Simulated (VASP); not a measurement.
# Si4S in VASP: a series of runs

Si4S is run at these levels: PBE; tasks: single point.

Program: VASP 6.6.1. These are calculated values, not measurements. Logs are shortened: lines on timing, memory, paths and dates and some standing lists are left out, and cuts for length are marked.

### 1 The cell of the first run

The cell holds a slab with vacuum, 5 atoms: a = 3.868 Å, b = 3.868 Å, c = 19.612 Å, α = 90.00°, β = 90.00°, γ = 90.00°.

### 2 Single point, PBE, collinear spin

INCAR

```
PREC = Accurate
ENCUT = 520
EDIFF = 1E-6
ISMEAR = 0
SIGMA = 0.05
LREAL = F
LASPH = T
NELM = 150
ALGO = Normal
ISIF = 2
LWAVE = F
LCHARG = T
ISPIN = 2
MAGMOM = 0 0 0 0 2
LORBIT = 11
LDIPOL = T
IDIPOL = 3
DIPOL = 0.5 0.5 0.349
GGA = PE
LELF = T
LVHAR = T
LVACPOTAV = T
NBANDS = 23
```

KPOINTS

```
regular mesh
0
Gamma
  7 7 1
```

POSCAR

```
Si4S
1.0
    3.8675355712      0.0000000000      0.0000000000
    0.0000000000      3.8675355712      0.0000000000
    0.0000000000      0.0000000000     19.6115149722
Si S
4 1
Direct
    0.0000000000      0.5000000000      0.2039618054
    0.0000000000      0.0000000000      0.2736851448
    0.5000000000      0.0000000000      0.3452315372
    0.5000000000      0.5000000000      0.4136098095
    0.5000000000      0.6666666667      0.5092464257
```

Potentials or basis: VASP PAW PBE potentials, release 64 (Si, S).

The run is started by

```bash
cat potpaw_PBE.64/Si/POTCAR potpaw_PBE.64/S/POTCAR > POTCAR
mpirun -np 1 vasp_std > vasp.out
```

OUTCAR:

```text
PREC = Accurate
   ENCUT = 520
   EDIFF = 1E-6
   ISMEAR = 0
   LREAL = F
   LASPH = T
   NELM = 150
   ISIF = 2
   ISPIN = 2
   LORBIT = 11
   GGA = PE

 ion  position               nearest neighbor table
   1  0.000  0.500  0.204-   2 2.37   2 2.37
   2  0.000  0.000  0.274-   1 2.37   1 2.37   3 2.39   3 2.39
   3  0.500  0.000  0.345-   4 2.35   4 2.35   2 2.39   2 2.39
   4  0.500  0.500  0.414-   5 1.98   3 2.35   3 2.35
   5  0.500  0.667  0.509-   4 1.98

  LATTYP: Found a simple tetragonal cell.
 ALAT       =     3.8675355712
 C/A-ratio  =     5.0708040330

  Lattice vectors:

 A1 = (   3.8675355712,   0.0000000000,   0.0000000000)
 A2 = (   0.0000000000,   3.8675355712,   0.0000000000)
 A3 = (   0.0000000000,   0.0000000000,  19.6115149722)

Analysis of symmetry for initial positions (statically):
=====================================================================
 Subroutine PRICEL returns:
 Original cell was already a primitive cell.

 Routine SETGRP: Setting up the symmetry group for a
 simple tetragonal supercell.

 Subroutine GETGRP returns: Found  2 space group operations
 (whereof  2 operations were pure point group operations)
 out of a pool of 16 trial point group operations.

The static configuration has the point symmetry C_1h.

Analysis of symmetry for dynamics (positions and initial velocities):
=====================================================================
 Subroutine PRICEL returns:
 Original cell was already a primitive cell.

 Routine SETGRP: Setting up the symmetry group for a
 simple tetragonal supercell.

 Subroutine GETGRP returns: Found  2 space group operations
 (whereof  2 operations were pure point group operations)
 out of a pool of 16 trial point group operations.

The dynamic configuration has the point symmetry C_1h.

Analysis of structural, dynamic, and magnetic symmetry:
=====================================================================
 Subroutine PRICEL returns:
 Original cell was already a primitive cell.

 Routine SETGRP: Setting up the symmetry group for a
 simple tetragonal supercell.

 Subroutine GETGRP returns: Found  2 space group operations
 (whereof  2 operations were pure point group operations)
 out of a pool of 16 trial point group operations.

The overall configuration has the point symmetry C_1h.

 Subroutine INISYM returns: Found  2 space group operations
 (whereof  2 operations are pure point group operations),
 and found     1 'primitive' translations

----------------------------------------------------------------------------------------

                                     Primitive cell

  volume of cell :     293.3457

  direct lattice vectors                    reciprocal lattice vectors
     3.867535571  0.000000000  0.000000000     0.258562586  0.000000000  0.000000000
     0.000000000  3.867535571  0.000000000     0.000000000  0.258562586  0.000000000
     0.000000000  0.000000000 19.611514972     0.000000000  0.000000000  0.050990451

  length of vectors
     3.867535571  3.867535571 19.611514972     0.258562586  0.258562586  0.050990451

  position of ions in fractional coordinates (direct lattice)
     0.000000000  0.500000000  0.203961805
     0.000000000  0.000000000  0.273685145
     0.500000000  0.000000000  0.345231537
     0.500000000  0.500000000  0.413609810
     0.500000000  0.666666667  0.509246426

  ion indices of the primitive-cell ions
   primitive index   ion index
                 1           1
                 2           2
                 3           3
                 4           4
                 5           5

----------------------------------------------------------------------------------------

 KPOINTS: regular mesh

Automatic generation of k-mesh.
 Grid dimensions read from file:
 generate k-points for:    7    7    1

 Generating k-lattice:

  Cartesian coordinates                     Fractional coordinates (reciprocal lattice)
     0.036937512  0.000000000  0.000000000     0.142857143  0.000000000  0.000000000
     0.000000000  0.036937512  0.000000000     0.000000000  0.142857143  0.000000000
     0.000000000  0.000000000  0.050990451     0.000000000  0.000000000  1.000000000

  Length of vectors
     0.036937512  0.036937512  0.050990451

  Shift w.r.t. Gamma in fractional coordinates (k-lattice)
     0.000000000  0.000000000  0.000000000

 Subroutine IBZKPT returns following result:
 ===========================================

 Found     16 irreducible k-points:

 Following reciprocal coordinates:
            Coordinates               Weight
  0.000000  0.000000  0.000000      1.000000
  0.142857  0.000000  0.000000      2.000000
  0.000000  0.142857  0.000000      2.000000
  0.285714  0.000000  0.000000      2.000000
  0.000000  0.285714  0.000000      2.000000
  0.428571  0.000000  0.000000      2.000000
[... 8 lines left out ...]
 -0.285714  0.428571  0.000000      4.000000
  0.428571  0.428571  0.000000      4.000000
   k-points           NKPTS =     16   k-points in BZ     NKDIM =     16   number of bands    NBANDS=     23
   number of dos      NEDOS =    301   number of ions     NIONS =      5
   total plane-waves  NPLWV = 135000
   dimension x,y,z NGX =    30 NGY =   30 NGZ =  150
   dimension x,y,z NGXF=    60 NGYF=   60 NGZF=  300
   ions per type =               4   1
   NGX,Y,Z   is equivalent  to a cutoff of  12.90, 12.90, 12.72 a.u.
   NGXF,Y,Z  is equivalent  to a cutoff of  25.79, 25.79, 25.43 a.u.
 SYSTEM =  unknown system
   PREC   = accura    normal or accurate (medium, high low for compatibility)
   ISTART =      0    job   : 0-new  1-cont  2-samecut
   ICHARG =      2    charge: 1-file 2-atom 10-const
   ISPIN  =      2    spin polarized calculation?
   LNONCOLLINEAR =      F non collinear calculations
   LSORBIT =      F    spin-orbit coupling
   LASPH  =      T    aspherical Exc in radial PAW
   ENCUT  =  520.0 eV  38.22 Ry    6.18 a.u.   7.19  7.19 36.46*2*pi/ulx,y,z
   NELM   =    150;   NELMIN=  2; NELMDL= -5     # of ELM steps
   EDIFF  = 0.1E-05   stopping-criterion for ELM
   LREAL  =      F    real-space projection
   EDIFFG = 0.1E-04   stopping-criterion for IOM
   NSW    =      0    number of steps for IOM
   IBRION =     -1    ionic relax: 0-MD 1-quasi-New 2-CG
   NFREE  =      0    steps in history (QN), initial steepest desc. (CG)
   ISIF   =      2    stress and relaxation
   ISYM   =      2    0-nonsym 1-usesym 2-fastsym
   POTIM  = 0.5000    time-step for ionic-motion
   TEBEG  =    0.0;   TEEND  =   0.0 temperature during run
   PSTRESS=    0.0 pullay stress
   NELECT =      22.0000    total number of electrons
   NUPDOWN=      -1.0000    fix difference up-down
   EMIN   =  10.00;   EMAX   =-10.00  energy-range for DOS
   EFERMI =   0.00;   METHOD = LEGACY
   ISMEAR =     0;   SIGMA  =   0.05  broadening in eV -4-tet -1-fermi 0-gaus
   EFERMI_NEDOS =   21; number of points for ismear=-14 and -15
   IALGO  =     38    algorithm
   IMIX   =      4    mixing-type and parameters
     AMIX     =   0.40;   BMIX     =  1.00
     AMIX_MAG =   1.60;   BMIX_MAG =  1.00
  volume/ion in A,a.u.               =      58.67       395.92
  Fermi-wavevector in a.u.,A,eV,Ry     =   0.690381  1.304632  6.484898  0.476627
  Thomas-Fermi vector in A             =   1.771734
   LORBIT       =     11    0 simple, 1 ext, 2 COOP (PROOUT), +10 PAW based schemes
   GGA     = PE    functional components
   LHFCALC =     F    Hartree Fock is set to
   AEXX    =    0.0000 exact exchange contribution
   IVDW    =     0    specifies the selected vdW correction
   LEPSILON=     F    determine dielectric tensor
   LRPA    =     F    only Hartree local field effects (RPA)
 spin polarized calculation
 Gauss-broadening in eV      SIGMA  =   0.05
  energy-cutoff  :      520.00
  volume of cell :      293.35
 maximum number of plane-waves:      7922
 NGX is ok and might be reduce to    30
   NGX = 15   NGY = 15   NGZ = 73

 dipolmoment           0.000000      0.000000     -0.196141 electrons x Angstroem

 number of electron      21.9999998 magnetization       0.0002882

 dipolmoment           0.000000      0.000000      0.061110 electrons x Angstroem

 Free energy of the ion-electron system (eV)
  ---------------------------------------------------
  ext. energy  EPLUGINS =         0.00000000
  ---------------------------------------------------
  free energy    TOTEN  =       -23.17015854 eV

  energy without entropy =      -23.16700600  energy(sigma->0) =      -23.16858227

 E-fermi :  -1.8957     XC(G=0):  -4.1907

 val. band max:       -1.9185510874   @ k =   0.4286   0.0000   0.0000
 cond. band min:      -1.8588630245   @ k =   0.1429   0.1429   0.0000
 fundamental gap:      0.0596880629
 Fermi energy:        -1.8956510654

 spin component 1

 k-point     1 :       0.0000    0.0000    0.0000
  band No.  band energies     occupation
      1     -14.6033      1.00000
      2     -12.6799      1.00000
      3     -10.4566      1.00000
      4      -7.4238      1.00000
      5      -5.0626      1.00000
      6      -4.1797      1.00000
[... 405 lines left out ...]
     22       6.5506      0.00000
     23       6.8676      0.00000
 Fermi energy:        -1.8956510654

 spin component 2

 k-point     1 :       0.0000    0.0000    0.0000
  band No.  band energies     occupation
      1     -14.6032      1.00000
      2     -12.6799      1.00000
      3     -10.4566      1.00000
      4      -7.4238      1.00000
      5      -5.0626      1.00000
      6      -4.1796      1.00000
[... 405 lines left out ...]
     22       6.5537      0.00000
     23       6.8732      0.00000

------------------------ aborting loop because EDIFF is reached ----------------------------------------

  FORCE on cell =-STRESS in cart. coord.  units (eV):
  Direction    XX          YY          ZZ          XY          YZ          ZX
  --------------------------------------------------------------------------------------
  -------------------------------------------------------------------------------------
  Total       -1.6426089     -0.3525848     -0.2725803      0.0000000     -0.6987402      0.0000000
  in kB       -8.9714984     -1.9257256     -1.4887620      0.0000000     -3.8163353      0.0000000
  external PRESSURE =      -4.1286620 kB  Pullay stress =       0.0000000 kB

 VOLUME and BASIS-vectors are now :
 -----------------------------------------------------------------------------
  energy-cutoff  :      520.00
  volume of cell :      293.35
      direct lattice vectors                 reciprocal lattice vectors
     3.867535571  0.000000000  0.000000000     0.258562586  0.000000000  0.000000000
     0.000000000  3.867535571  0.000000000     0.000000000  0.258562586  0.000000000
     0.000000000  0.000000000 19.611514972     0.000000000  0.000000000  0.050990451

 POSITION                                       TOTAL-FORCE (eV/Angst)
 -----------------------------------------------------------------------------------
      0.00000      1.93377      4.00000         0.000000      0.031206      0.011918
      0.00000      0.00000      5.36738         0.000000      0.124552      0.141320
      1.93377      0.00000      6.77051         0.000000     -0.280756     -0.205116
      1.93377      1.93377      8.11151         0.000000      0.447495      0.103059
      1.93377      2.57836      9.98709         0.000000     -0.322498     -0.051181
 -----------------------------------------------------------------------------------
    total drift:                                0.000000      0.000024      0.000189

  FREE ENERGIE OF THE ION-ELECTRON SYSTEM (eV)
  ---------------------------------------------------
  free  energy   TOTEN  =       -23.1701585355 eV

  energy  without entropy=      -23.1670059998  energy(sigma->0) =      -23.16858227

 vacuum level on the upper side and lower side of the slab         4.185         3.446

 total charge

# of ion       s       p       d       tot
------------------------------------------
    1        0.866   0.710   0.000   1.577
    2        0.767   0.898   0.000   1.665
    3        0.775   0.890   0.000   1.665
    4        0.780   0.868   0.000   1.648
    5        1.372   2.315   0.000   3.687
--------------------------------------------------
tot          4.560   5.680   0.000  10.241

 magnetization (x)

# of ion       s       p       d       tot
------------------------------------------
    1        0.000   0.000   0.000   0.000
    2       -0.000   0.000   0.000   0.000
    3        0.000   0.000   0.000   0.000
    4        0.000  -0.000   0.000  -0.000
    5        0.000   0.000   0.000   0.000
--------------------------------------------------
tot          0.000   0.000   0.000   0.000
```

Wall time 6.5 min (1 thread of Intel Xeon 6975P-C (Granite Rapids), shared host); peak memory 0.53 GiB.

Results:

- Free energy: -23.1702 eV
- Largest force: 0.459 eV/Å
- Band gap on the k mesh: zero (filled and empty bands overlap)
- Net moment: 0.00 μB per cell
- Valence electrons inside the program's atomic spheres: Si 1.58, 1.67, 1.65 (each value once); S 3.69

Forces in eV/Å, atoms in the order of the input:
```
Si   0.000  0.031  0.012
Si   0.000  0.125  0.141
Si   0.000 -0.281 -0.205
Si   0.000  0.447  0.103
S    0.000 -0.322 -0.051
```

Levels at points of the mesh, in eV from the Fermi level:
Spin up:
| k point | band 9 | band 10 | band 11 | band 12 | band 13 | band 14 |
| --- | --- | --- | --- | --- | --- | --- |
| (0.00, 0.00, 0.00) | -0.95 | -0.49 | -0.12 | 1.45 | 1.50 | 1.77 |
Spin down:
```csv
k point,band 9,band 10,band 11,band 12,band 13,band 14
"(0.00, 0.00, 0.00)",-0.95,-0.49,-0.12,1.45,1.50,1.77
```

### 3 Single point, PBE, collinear spin

INCAR

```
SYSTEM = Si4S
  PREC = Accurate
  ENCUT = 520
  EDIFF = 1E-7
  ISMEAR = 0
  SIGMA = 0.05
  LREAL = .FALSE.
  LASPH = .TRUE.
  NELM = 150
  ALGO = Normal
  ISIF = 2
  LWAVE = .FALSE.
  LCHARG = .FALSE.
  ISPIN = 2
  MAGMOM = 0 0 0 0 2
  LORBIT = 11
  LDIPOL = .TRUE.
  IDIPOL = 3
  DIPOL = 0.5 0.5 0.349
  GGA = PE
  NBANDS = 23
```

KPOINTS

```
Automatic mesh
0
G
  7 7 1
  0 0 0
```

Edit POSCAR of step 2 so:

```diff
@@ -12,2 +12,2 @@
     0.5000000000      0.5000000000      0.4136098095
-    0.5000000000      0.6666666667      0.5092464257
+    0.6666666667      0.5000000000      0.5091859183
```

Potentials or basis: VASP PAW PBE potentials, release 64 (Si, S).

The run is started by

```bash
cat potpaw_PBE.64/Si/POTCAR potpaw_PBE.64/S/POTCAR > POTCAR
mpirun -np 1 vasp_std > vasp.out
```

Wall time 7.5 min (1 thread of Intel Xeon 6975P-C (Granite Rapids), shared host); peak memory 0.53 GiB.

It converged, with:

| Property | Result |
| --- | --- |
| Free energy | -23.2985 eV |
| Largest force | 0.401 eV/Å |
| Net moment | 0.28 μB per cell |
| Site moments | Si +0.03, +0.00, -0.00 (each value once); S +0.09 μB |
| Valence electrons inside the program's atomic spheres | Si 1.58, 1.66, 1.67, 1.65; S 3.69 |

Forces in eV/Å, atoms in the order of the input:
```
Si   0.023  0.000 -0.115
Si  -0.012  0.000  0.310
Si  -0.278  0.000 -0.290
Si   0.201  0.000  0.145
S    0.066  0.000 -0.051
```

Levels at points of the mesh, in eV from the Fermi level:
Spin up:
```
           k point  band 9  band 10  band 11  band 12  band 13  band 14
(0.00, 0.00, 0.00)   -0.99    -0.46    -0.06     1.15     1.47     1.76
```
Spin down:
| k point | band 8 | band 9 | band 10 | band 11 | band 12 | band 13 | band 14 | band 15 |
| --- | --- | --- | --- | --- | --- | --- | --- | --- |
| (0.00, 0.00, 0.00) | -1.11 | -0.94 | -0.40 | 0.12 | 1.18 | 1.50 | 1.78 | 2.55 |
